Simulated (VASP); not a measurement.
Input of a VASP 6.6.1 run:

The input INCAR:

```
SYSTEM = Mo
PREC     = Accurate       ! precision mode
ENCUT    = 600            ! plane-wave cutoff, eV
EDIFF    = 1E-7           ! SCF threshold, eV
ISMEAR   = -1             ! smearing method
SIGMA    = 0.08           ! smearing width, eV
LREAL    = .False.        ! projectors in reciprocal space
LASPH    = .True.         ! aspherical terms in the spheres
NELM     = 60             ! most SCF steps
ALGO     = Normal         ! electronic algorithm
ISIF     = 3              ! what is computed and relaxed
LWAVE    = .False.        ! write WAVECAR
LCHARG   = .False.        ! write CHGCAR
GGA      = PE             ! functional
IBRION   = 2              ! ionic algorithm
NSW      = 32             ! ionic steps
EDIFFG   = -0.005         ! ionic threshold
PSTRESS  = -13.0
```

KPOINTS

```
regular mesh
0
Gamma
  15 15 15
  0 0 0
```

POSCAR

```
Mo
1.0
    2.6070541448      0.0000000000      0.0000000000
    0.0000000000      2.6070541448      0.0000000000
    0.0000000000      0.0000000000      2.6070541448
Mo
1
Direct
    0.0000000000      0.0000000000      0.0000000000
```

Potentials or basis: VASP PAW PBE potentials, release 64 (Mo_sv).

Launch:

```bash
$ cat potpaw_PBE.64/Mo_sv/POTCAR > POTCAR
$ mpirun -np 1 vasp_std > vasp.out
```

Task: What does it give for the space group after relaxing (to 0.05 Å)?

Result: Pm-3m (No. 221).

Task: Estimate the band gap on the k mesh.

Result: Zero (band 7 reaches 11.93 eV, above the bottom of band 8 at 9.54 eV).

Task: Estimate the relaxed volume.

Result: 17.76 Å³/atom.

Final structure:
```
Mo
1.0
     2.60880    0.00000    0.00000
     0.00000    2.60880    0.00000
     0.00000    0.00000    2.60880
Mo
1
Cartesian
  0.0000 0.0000 0.0000
```

Caveat: the cell is relaxed towards a set pressure, so the enthalpy falls and the energy may rise.
